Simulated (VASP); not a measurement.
# InAs in VASP: a series of runs

Runs on InAs. Level: PBE. Tasks: single point.

Program: VASP 6.6.1. These are calculated values, not measurements. Logs are shortened: lines on timing, memory, paths and dates and some standing lists are left out, and cuts for length are marked.

### 1 The cell of the first run

The cell holds a slab with vacuum, 6 atoms: a = 4.375 Å, b = 6.187 Å, c = 20.375 Å, α = 90.00°, β = 90.00°, γ = 90.00°.

### 2 Single point, PBE

File INCAR:

```
SYSTEM = InAs
PREC = Accurate
ENCUT = 520
EDIFF = 1E-6
ISMEAR = -1
SIGMA = 0.02
LREAL = .False.
LASPH = .True.
NELM = 60
ALGO = Normal
ISIF = 2
LWAVE = .False.
LCHARG = .False.
LDIPOL = .True.
IDIPOL = 3
DIPOL = 0.5 0.5 0.500
GGA = PE
NBANDS = 36
```

File KPOINTS:

```
regular mesh
0
Gamma
  6 4 1
  0 0 0
```

File POSCAR:

```
InAs
1.0
    4.3748353786      0.0000000000      0.0000000000
    0.0000000000      6.1869515256      0.0000000000
    0.0000000000      0.0000000000     20.3748000000
In As
3 3
Direct
    0.2500000000      0.1250000000      0.3926410228
    0.7500000000      0.6250000000      0.5000000000
    0.2500000000      0.1250000000      0.6073589772
    0.7500000000      0.8750000000      0.3926410228
    0.2500000000      0.3750000000      0.5000000000
    0.7500000000      0.8750000000      0.6073589772
```

Potentials or basis: VASP PAW PBE potentials, release 64 (In_d, As).

Launch:

```bash
cat potpaw_PBE.64/In_d/POTCAR potpaw_PBE.64/As/POTCAR > POTCAR
mpirun -np 1 vasp_std > vasp.out
```

OUTCAR:

```text
SYSTEM = InAs
   PREC = Accurate
   ENCUT = 520
   EDIFF = 1E-6
   ISMEAR = -1
   LREAL = .False.
   LASPH = .True.
   NELM = 60
   ISIF = 2
   GGA = PE

 ion  position               nearest neighbor table
   1  0.250  0.125  0.393-   5 2.68   4 2.68   4 2.68
   2  0.750  0.625  0.500-   4 2.68   6 2.68   5 2.68   5 2.68
   3  0.250  0.125  0.607-   5 2.68   6 2.68   6 2.68
   4  0.750  0.875  0.393-   2 2.68   1 2.68   1 2.68
   5  0.250  0.375  0.500-   1 2.68   3 2.68   2 2.68   2 2.68
   6  0.750  0.875  0.607-   2 2.68   3 2.68   3 2.68

  LATTYP: Found a simple orthorhombic cell.
 ALAT       =     4.3748353786
 B/A-ratio  =     1.4142135624
 C/A-ratio  =     4.6572723855

  Lattice vectors:

 A1 = (   4.3748353786,   0.0000000000,   0.0000000000)
 A2 = (   0.0000000000,   6.1869515256,   0.0000000000)
 A3 = (   0.0000000000,   0.0000000000,  20.3748000000)

Analysis of symmetry for initial positions (statically):
=====================================================================
 Subroutine PRICEL returns:
 Original cell was already a primitive cell.

 Routine SETGRP: Setting up the symmetry group for a
 simple orthorhombic supercell.

 Subroutine GETGRP returns: Found  4 space group operations
 (whereof  2 operations were pure point group operations)
 out of a pool of  8 trial point group operations.

The static configuration has the point symmetry C_1h.
 The point group associated with its full space group is C_2v.

Analysis of symmetry for dynamics (positions and initial velocities):
=====================================================================
 Subroutine PRICEL returns:
 Original cell was already a primitive cell.

 Routine SETGRP: Setting up the symmetry group for a
 simple orthorhombic supercell.

 Subroutine GETGRP returns: Found  4 space group operations
 (whereof  2 operations were pure point group operations)
 out of a pool of  8 trial point group operations.

The dynamic configuration has the point symmetry C_1h.
 The point group associated with its full space group is C_2v.

 Subroutine INISYM returns: Found  4 space group operations
 (whereof  2 operations are pure point group operations),
 and found     1 'primitive' translations

----------------------------------------------------------------------------------------

                                     Primitive cell

  volume of cell :     551.4826

  direct lattice vectors                    reciprocal lattice vectors
     4.374835379  0.000000000  0.000000000     0.228580030  0.000000000  0.000000000
     0.000000000  6.186951526  0.000000000     0.000000000  0.161630489  0.000000000
     0.000000000  0.000000000 20.374800000     0.000000000  0.000000000  0.049080236

  length of vectors
     4.374835379  6.186951526 20.374800000     0.228580030  0.161630489  0.049080236

  position of ions in fractional coordinates (direct lattice)
     0.250000000  0.125000000  0.392641023
     0.750000000  0.625000000  0.500000000
     0.250000000  0.125000000  0.607358977
     0.750000000  0.875000000  0.392641023
     0.250000000  0.375000000  0.500000000
     0.750000000  0.875000000  0.607358977

  ion indices of the primitive-cell ions
   primitive index   ion index
                 1           1
                 2           2
                 3           3
                 4           4
                 5           5
                 6           6

----------------------------------------------------------------------------------------

 KPOINTS: regular mesh

Automatic generation of k-mesh.
 Grid dimensions read from file:
 generate k-points for:    6    4    1

 Generating k-lattice:

  Cartesian coordinates                     Fractional coordinates (reciprocal lattice)
     0.038096672  0.000000000  0.000000000     0.166666667  0.000000000  0.000000000
     0.000000000  0.040407622  0.000000000     0.000000000  0.250000000  0.000000000
     0.000000000  0.000000000  0.049080236     0.000000000  0.000000000  1.000000000

  Length of vectors
     0.038096672  0.040407622  0.049080236

  Shift w.r.t. Gamma in fractional coordinates (k-lattice)
     0.000000000  0.000000000  0.000000000

 Subroutine IBZKPT returns following result:
 ===========================================

 Found     12 irreducible k-points:

 Following reciprocal coordinates:
            Coordinates               Weight
  0.000000  0.000000  0.000000      1.000000
  0.166667  0.000000  0.000000      2.000000
  0.333333  0.000000  0.000000      2.000000
  0.500000  0.000000  0.000000      1.000000
  0.000000  0.250000  0.000000      2.000000
  0.166667  0.250000  0.000000      4.000000
  0.333333  0.250000  0.000000      4.000000
  0.500000  0.250000  0.000000      2.000000
  0.000000  0.500000  0.000000      1.000000
  0.166667  0.500000  0.000000      2.000000
  0.333333  0.500000  0.000000      2.000000
  0.500000  0.500000  0.000000      1.000000
   k-points           NKPTS =     12   k-points in BZ     NKDIM =     12   number of bands    NBANDS=     36
   number of dos      NEDOS =    301   number of ions     NIONS =      6
   total plane-waves  NPLWV = 276480
   dimension x,y,z NGX =    36 NGY =   48 NGZ =  160
   dimension x,y,z NGXF=    72 NGYF=   96 NGZF=  320
   ions per type =               3   3
   NGX,Y,Z   is equivalent  to a cutoff of  13.68, 12.90, 13.06 a.u.
   NGXF,Y,Z  is equivalent  to a cutoff of  27.36, 25.80, 26.11 a.u.
 SYSTEM =  InAs
   PREC   = accura    normal or accurate (medium, high low for compatibility)
   ISTART =      0    job   : 0-new  1-cont  2-samecut
   ICHARG =      2    charge: 1-file 2-atom 10-const
   ISPIN  =      1    spin polarized calculation?
   LNONCOLLINEAR =      F non collinear calculations
   LSORBIT =      F    spin-orbit coupling
   LASPH  =      T    aspherical Exc in radial PAW
   ENCUT  =  520.0 eV  38.22 Ry    6.18 a.u.   8.13 11.50 37.88*2*pi/ulx,y,z
   NELM   =     60;   NELMIN=  2; NELMDL= -5     # of ELM steps
   EDIFF  = 0.1E-05   stopping-criterion for ELM
   LREAL  =      F    real-space projection
   EDIFFG = 0.1E-04   stopping-criterion for IOM
   NSW    =      0    number of steps for IOM
   IBRION =     -1    ionic relax: 0-MD 1-quasi-New 2-CG
   NFREE  =      0    steps in history (QN), initial steepest desc. (CG)
   ISIF   =      2    stress and relaxation
   ISYM   =      2    0-nonsym 1-usesym 2-fastsym
   POTIM  = 0.5000    time-step for ionic-motion
   TEBEG  =    0.0;   TEEND  =   0.0 temperature during run
   PSTRESS=    0.0 pullay stress
   NELECT =      54.0000    total number of electrons
   NUPDOWN=      -1.0000    fix difference up-down
   EMIN   =  10.00;   EMAX   =-10.00  energy-range for DOS
   EFERMI =   0.00;   METHOD = LEGACY
   ISMEAR =    -1;   SIGMA  =   0.02  broadening in eV -4-tet -1-fermi 0-gaus
   EFERMI_NEDOS =   21; number of points for ismear=-14 and -15
   IALGO  =     38    algorithm
   IMIX   =      4    mixing-type and parameters
     AMIX     =   0.40;   BMIX     =  1.00
     AMIX_MAG =   1.60;   BMIX_MAG =  1.00
  volume/ion in A,a.u.               =      91.91       620.26
  Fermi-wavevector in a.u.,A,eV,Ry     =   0.754563  1.425917  7.746685  0.569365
  Thomas-Fermi vector in A             =   1.852259
   LORBIT       =      0    0 simple, 1 ext, 2 COOP (PROOUT), +10 PAW based schemes
   GGA     = PE    functional components
   LHFCALC =     F    Hartree Fock is set to
   AEXX    =    0.0000 exact exchange contribution
   IVDW    =     0    specifies the selected vdW correction
   LEPSILON=     F    determine dielectric tensor
   LRPA    =     F    only Hartree local field effects (RPA)
 non-spin polarized calculation
  energy-cutoff  :      520.00
  volume of cell :      551.48
 maximum number of plane-waves:     14890
 NGX is ok and might be reduce to    36
   NGX = 17   NGY = 23   NGZ = 75

 dipolmoment           0.000000      0.000000      0.000000 electrons x Angstroem

 number of electron      53.9999982 magnetization

 dipolmoment           0.000000      0.000000     -0.000000 electrons x Angstroem

 Free energy of the ion-electron system (eV)
  ---------------------------------------------------
  ext. energy  EPLUGINS =         0.00000000
  ---------------------------------------------------
  free energy    TOTEN  =       -20.41164621 eV

  energy without entropy =      -20.40590202  energy(sigma->0) =      -20.40877412

 E-fermi :  -1.7862     XC(G=0):  -3.5529

 val. band max:       -1.8037240240   @ k =   0.5000   0.2500   0.0000
 cond. band min:      -1.7771517159   @ k =   0.5000   0.5000   0.0000
 fundamental gap:      0.0265723081
 Fermi energy:        -1.7861732867

 k-point     1 :       0.0000    0.0000    0.0000
  band No.  band energies     occupation
      1     -16.4399      2.00000
      2     -16.3869      2.00000
      3     -16.3790      2.00000
      4     -16.3691      2.00000
      5     -16.3224      2.00000
      6     -16.3201      2.00000
[... 28 lines left out ...]
     35       2.4939      0.00000
     36       2.6350      0.00000

 k-point     2 :       0.1667    0.0000    0.0000
  band No.  band energies     occupation
      1     -16.4393      2.00000
      2     -16.3847      2.00000
      3     -16.3776      2.00000
      4     -16.3697      2.00000
      5     -16.3342      2.00000
      6     -16.3312      2.00000
[... 28 lines left out ...]
     35       2.3523      0.00000
     36       2.7696      0.00000

 k-point     3 :       0.3333    0.0000    0.0000
  band No.  band energies     occupation
      1     -16.4395      2.00000
      2     -16.3851      2.00000
      3     -16.3820      2.00000
      4     -16.3684      2.00000
      5     -16.3540      2.00000
      6     -16.3421      2.00000
[... 28 lines left out ...]
     35       2.8041      0.00000
     36       3.4438      0.00000

 k-point     4 :       0.5000    0.0000    0.0000
  band No.  band energies     occupation
      1     -16.4402      2.00000
      2     -16.3929      2.00000
      3     -16.3832      2.00000
      4     -16.3670      2.00000
      5     -16.3611      2.00000
      6     -16.3437      2.00000
[... 28 lines left out ...]
     35       2.8885      0.00000
     36       3.6395      0.00000

 k-point     5 :       0.0000    0.2500    0.0000
  band No.  band energies     occupation
      1     -16.4366      2.00000
      2     -16.3882      2.00000
      3     -16.3806      2.00000
      4     -16.3671      2.00000
      5     -16.3221      2.00000
      6     -16.3205      2.00000
[... 28 lines left out ...]
     35       2.7615      0.00000
     36       2.8072      0.00000

 k-point     6 :       0.1667    0.2500    0.0000
  band No.  band energies     occupation
      1     -16.4362      2.00000
      2     -16.3854      2.00000
      3     -16.3790      2.00000
      4     -16.3677      2.00000
      5     -16.3342      2.00000
      6     -16.3308      2.00000
[... 28 lines left out ...]
     35       2.4824      0.00000
     36       2.9702      0.00000

 k-point     7 :       0.3333    0.2500    0.0000
  band No.  band energies     occupation
      1     -16.4364      2.00000
      2     -16.3839      2.00000
      3     -16.3824      2.00000
      4     -16.3683      2.00000
      5     -16.3542      2.00000
      6     -16.3417      2.00000
[... 28 lines left out ...]
     35       2.8770      0.00000
     36       3.4160      0.00000

 k-point     8 :       0.5000    0.2500    0.0000
  band No.  band energies     occupation
      1     -16.4368      2.00000
      2     -16.3907      2.00000
      3     -16.3841      2.00000
      4     -16.3676      2.00000
      5     -16.3609      2.00000
      6     -16.3434      2.00000
[... 28 lines left out ...]
     35       3.4315      0.00000
     36       3.8010      0.00000

 k-point     9 :       0.0000    0.5000    0.0000
  band No.  band energies     occupation
      1     -16.4331      2.00000
      2     -16.3896      2.00000
      3     -16.3819      2.00000
      4     -16.3654      2.00000
      5     -16.3218      2.00000
      6     -16.3209      2.00000
[... 28 lines left out ...]
     35       3.0265      0.00000
     36       3.1395      0.00000

 k-point    10 :       0.1667    0.5000    0.0000
  band No.  band energies     occupation
      1     -16.4330      2.00000
      2     -16.3863      2.00000
      3     -16.3801      2.00000
      4     -16.3662      2.00000
      5     -16.3342      2.00000
      6     -16.3304      2.00000
[... 28 lines left out ...]
     35       2.8873      0.00000
     36       3.1994      0.00000

 k-point    11 :       0.3333    0.5000    0.0000
  band No.  band energies     occupation
      1     -16.4331      2.00000
      2     -16.3828      2.00000
      3     -16.3828      2.00000
      4     -16.3680      2.00000
      5     -16.3544      2.00000
      6     -16.3412      2.00000
[... 28 lines left out ...]
     35       3.1122      0.00000
     36       3.3831      0.00000

 k-point    12 :       0.5000    0.5000    0.0000
  band No.  band energies     occupation
      1     -16.4333      2.00000
      2     -16.3884      2.00000
      3     -16.3849      2.00000
      4     -16.3681      2.00000
      5     -16.3607      2.00000
      6     -16.3431      2.00000
[... 28 lines left out ...]
     35       2.8381      0.00000
     36       3.5250      0.00000

------------------------ aborting loop because EDIFF is reached ----------------------------------------

 vacuum level on the upper side and lower side of the slab       (xc-potential included)        -0.072        -0.072

  FORCE on cell =-STRESS in cart. coord.  units (eV):
  Direction    XX          YY          ZZ          XY          YZ          ZX
  --------------------------------------------------------------------------------------
  -------------------------------------------------------------------------------------
  Total       -1.9104989     -2.4269501      1.8311851      0.0000000      0.0000000      0.0000000
  in kB       -5.5504168     -7.0508202      5.3199927      0.0000000      0.0000000      0.0000000
  external PRESSURE =      -2.4270814 kB  Pullay stress =       0.0000000 kB

 VOLUME and BASIS-vectors are now :
 -----------------------------------------------------------------------------
  energy-cutoff  :      520.00
  volume of cell :      551.48
      direct lattice vectors                 reciprocal lattice vectors
     4.374835379  0.000000000  0.000000000     0.228580030  0.000000000  0.000000000
     0.000000000  6.186951526  0.000000000     0.000000000  0.161630489  0.000000000
     0.000000000  0.000000000 20.374800000     0.000000000  0.000000000  0.049080236

 POSITION                                       TOTAL-FORCE (eV/Angst)
 -----------------------------------------------------------------------------------
      1.09371      0.77337      7.99998         0.000000     -0.952408      0.649923
      3.28113      3.86684     10.18740         0.000000      0.536769      0.000000
      1.09371      0.77337     12.37482         0.000000     -0.952408     -0.649923
      3.28113      5.41358      7.99998        -0.000000      0.344567     -1.077166
      1.09371      2.32011     10.18740         0.000000      0.678912      0.000000
      3.28113      5.41358     12.37482         0.000000      0.344567      1.077166
 -----------------------------------------------------------------------------------
    total drift:                                0.000000      0.000255     -0.000000

  FREE ENERGIE OF THE ION-ELECTRON SYSTEM (eV)
  ---------------------------------------------------
  free  energy   TOTEN  =       -20.4116462101 eV

  energy  without entropy=      -20.4059020201  energy(sigma->0) =      -20.40877412

 vacuum level on the upper side and lower side of the slab         2.705         2.705
```

Wall time 3.9 min (1 thread of Intel Xeon 6975P-C (Granite Rapids), shared host); peak memory 0.7 GiB.

Results:

* Free energy: -20.4116 eV
* Largest force: 1.153 eV/Å
* Band gap on the k mesh: 0.03 eV (least direct gap 0.05 eV)

Forces in eV/Å, atoms in the order of the input:
```
In   0.000 -0.952  0.650
In   0.000  0.537  0.000
In   0.000 -0.952 -0.650
As   0.000  0.345 -1.077
As   0.000  0.679  0.000
As   0.000  0.345  1.077
```

Caveat: semilocal functionals underestimate gaps, and a narrow one can read as zero; spin-orbit coupling is left out, which moves the levels of the heavy elements.

[end of part 1 of 2]
